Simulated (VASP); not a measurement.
Set up this calculation in VASP 6.6.1, as the native input.

```
Task                   : relaxation of cell and atoms
Functional             : PBE
Potentials or basis    : VASP PAW PBE potentials, release 64 (K_sv, Rh_pv)
Cutoff                 : 500 eV
k mesh                 : 20 × 20 × 20
Occupations            : gaussian, width 0.1 eV
Spin                   : no spin polarisation
Dipole correction      : no
Further INCAR settings : ALGO = Normal; EDIFF = 1e-07; IBRION = 2; EDIFFG = -0.01; NSW = 100; ISIF = 3
```

The structure of KRh2 lies in POSCAR:

```
KRh2
1.0
   -1.6731729321      1.6731729321      6.0473530324
    1.6731729321     -1.6731729321      6.0473530324
    1.6731729321      1.6731729321     -6.0473530324
K Rh
1 2
Direct
    0.0000000000      0.0000000000      0.0000000000
    0.7162690714      0.7162690714      0.0000000000
    0.2837309286      0.2837309286      0.0000000000
```

One way to write it, as run:

INCAR

```
SYSTEM = KRh2
PREC = Accurate
ENCUT = 500
EDIFF = 1E-7
ISMEAR = 0
SIGMA = 0.1
LREAL = .FALSE.
LASPH = .TRUE.
NELM = 120
ALGO = Normal
ISIF = 3
LWAVE = .FALSE.
LCHARG = .FALSE.
GGA = PE
IBRION = 2
NSW = 100
EDIFFG = -0.01
GGA_COMPAT = .FALSE.
NELMIN = 4
KPAR = 4
```

KPOINTS

```
regular mesh
0
G
  20 20 20
  0 0 0
```

Potentials or basis: VASP PAW PBE potentials, release 64 (K_sv, Rh_pv).

Launch:

```bash
$ cat potpaw_PBE.64/K_sv/POTCAR potpaw_PBE.64/Rh_pv/POTCAR > POTCAR
$ mpirun -np 4 vasp_std > vasp.out
```

It gave:

```
Relaxed volume                        : 22.83 Å³/atom
Relaxed cell                          : a = 6.494 Å, b = 6.494 Å, c = 6.494 Å, α = 149.95°, β = 149.95°, γ = 43.02°
Space group after relaxing (to 0.1 Å) : I4/mmm (No. 139)
Energy gained by relaxing             : 1.7 meV/atom
Ionic steps                           : 5
Pressure after relaxing               : 0.0 GPa
Band gap on the k mesh                : zero (an odd number of electrons rules out a gap without spin polarisation)
```

It took 26 min on 4 MPI ranks on Intel(R) Xeon(R) Platinum 8488C (Sapphire Rapids), on a shared host, peak memory 1 GiB a rank.
